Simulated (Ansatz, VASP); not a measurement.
## BePt in VASP and in Ansatz

```
Be Pt
1.0
     0.00000    2.35550    2.35550
     2.35550    0.00000    2.35550
     2.35550    2.35550    0.00000
Be Pt
1 1
Cartesian
  0.0000 0.0000 0.0000
  2.3555 2.3555 2.3555
```

Alike in both runs: task single point; functional PBE; k mesh 20 × 20 × 20; occupations gaussian, width 0.1 eV; no spin polarisation.

|  | VASP | Ansatz |
| --- | --- | --- |
| version | VASP 6.6.1 | Ansatz 0.2.0 |
| potentials or method | VASP PAW PBE potentials, release 64 (Be, Pt), cutoff 520 eV | scalar-relativistic, plane waves, PAW |
| valence electrons in the cell | 12 | 20 |

```csv
,VASP,Ansatz,Ansatz less VASP
gap on the k mesh at the Fermi level (eV),none,none,-
pressure (GPa),-4.4,-4.4,+0.02
```

A gap of «none» marks a metal or a gap that the smearing closes. The functional is the same, so the differences come from potentials, cutoffs and numerics. VASP's potentials hold 12 valence electrons a cell and Ansatz's 20, so a difference there can come from the potentials and not from the codes.

Spin-orbit coupling is off throughout.
